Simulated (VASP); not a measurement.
Write the native input for VASP 6.6.1 that does the following.

| Quantity | Value |
| --- | --- |
| Task | single point |
| Functional | r2SCAN |
| Potentials or basis | VASP PAW PBE potentials, release 64 (C) |
| Cutoff | 520 eV |
| k mesh | 12 × 12 × 4 |
| Occupations | gaussian, width 0.02 eV |
| Spin | no spin polarisation |
| Dipole correction | no |
| Further INCAR settings | ALGO = Normal; EDIFF = 1e-07; NBANDS = 26 |

The system is C.

```
C
1.0
     2.43185    0.00000    0.00000
    -1.21592    2.10604    0.00000
     0.00000    0.00000    8.02617
C
8
Direct
  0.00000 0.00000 0.09290
  0.00000 0.00000 0.59290
  0.00000 0.00000 0.40710
  0.00000 0.00000 0.90710
  0.33333 0.66667 0.15565
  0.66667 0.33333 0.65565
  0.33333 0.66667 0.34435
  0.66667 0.33333 0.84435
```

These files were run (other wordings do the same):

POSCAR

```
C
1.0
    2.4318459498      0.0000000000      0.0000000000
   -1.2159229749      2.1060403706      0.0000000000
    0.0000000000      0.0000000000      8.0261745115
C
8
Direct
    0.0000000000      0.0000000000      0.0929029423
    0.0000000000      0.0000000000      0.5929029423
    0.0000000000      0.0000000000      0.4070970577
    0.0000000000      0.0000000000      0.9070970577
    0.3333333333      0.6666666667      0.1556482143
    0.6666666667      0.3333333333      0.6556482143
    0.3333333333      0.6666666667      0.3443517857
    0.6666666667      0.3333333333      0.8443517857
```

INCAR.step1

```
  PREC = Accurate
  ENCUT = 520
  ISMEAR = 0
  SIGMA = 0.02
  LREAL = F
  LASPH = T
  NELM = 60
  NBANDS = 26
  GGA = PE
  ALGO = Normal
  EDIFF = 1E-4
  LWAVE = T
  LCHARG = F
```

INCAR.step2

```
  PREC = Accurate
  ENCUT = 520
  EDIFF = 1E-7
  ISMEAR = 0
  SIGMA = 0.02
  LREAL = F
  LASPH = T
  NELM = 60
  ALGO = Normal
  ISIF = 2
  LWAVE = F
  LCHARG = F
  METAGGA = R2SCAN
  LMIXTAU = T
  NBANDS = 26
  ISTART = 1
```

KPOINTS

```
regular mesh
0
Gamma
  12 12 4
```

Potentials or basis: VASP PAW PBE potentials, release 64 (C).

The run is started by

```bash
$ cat potpaw_PBE.64/C/POTCAR > POTCAR
$ cp INCAR.step1 INCAR
$ mpirun -np 1 vasp_std > vasp.out
$ cp INCAR.step2 INCAR
$ mpirun -np 1 vasp_std > vasp.out
```

It gave:

| Quantity | Value |
| --- | --- |
| Pressure | 52.0 GPa |
| Largest force | 0.008 eV/Å |
| Band gap on the k mesh | 5.01 eV (least direct gap 5.73 eV) |

Caveat: the cell stands under pressure; the PAW data sets were made with another functional, which shifts forces and pressure a little.

Run time: 88 s on 1 thread of Intel(R) Xeon(R) 6975P-C (Granite Rapids) (shared host), peak memory 0.17 GiB.
